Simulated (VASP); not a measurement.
Set up this calculation in VASP 6.6.1, as the native input.

| Quantity | Value |
| --- | --- |
| Task | single point |
| Functional | LDA |
| Potentials or basis | VASP PAW LDA potentials, release 64 (As) |
| Cutoff | 520 eV |
| k mesh | 8 × 8 × 6 |
| Occupations | fermi-dirac, width 0.05 eV |
| Spin | no spin polarisation |
| Dipole correction | no |
| Further INCAR settings | ALGO = Normal; EDIFF = 1e-07; NBANDS = 18 |

The structure of As lies in POSCAR:

```
As
1.0
    1.8490159120     -5.5723767210      0.0000000000
    1.8490159120      5.5723767210      0.0000000000
    0.0000000000      0.0000000000      4.5288225351
As
4
Direct
    0.3900000000      0.6100000000      0.5600000000
    0.8900000000      0.1100000000      0.9400000000
    0.6100000000      0.3900000000      0.4400000000
    0.1100000000      0.8900000000      0.0600000000
```

One way to write it, as run:

INCAR

```
ALGO     = Normal         # electronic algorithm
EDIFF    = 1E-7           # SCF threshold, eV
ENCUT    = 520            # plane-wave cutoff, eV
ISIF     = 2              # what is computed and relaxed
ISMEAR   = -1             # smearing method
LASPH    = T              # aspherical terms in the spheres
LCHARG   = T              # write CHGCAR
LELF     = T              # ELF
LREAL    = F              # projectors in reciprocal space
LVHAR    = T            
LWAVE    = F              # write WAVECAR
NBANDS   = 18             # bands
NELM     = 100            # most SCF steps
PREC     = Accurate       # precision mode
SIGMA    = 0.05           # smearing width, eV
```

KPOINTS

```
k-points
0
Gamma
  8 8 6
```

Potentials or basis: VASP PAW LDA potentials, release 64 (As).

Command:

```console
$ cat potpaw_LDA.64/As/POTCAR > POTCAR
$ mpirun -np 1 vasp_std > vasp.out
```

It gave:

The pressure is -4.0 GPa and the largest force is 0.384 eV/Å.

Caveat: the cell stands under tension.

Run time: 3.3 min on 1 thread of Intel Xeon 8259CL (shared host), peak memory 0.28 GiB.
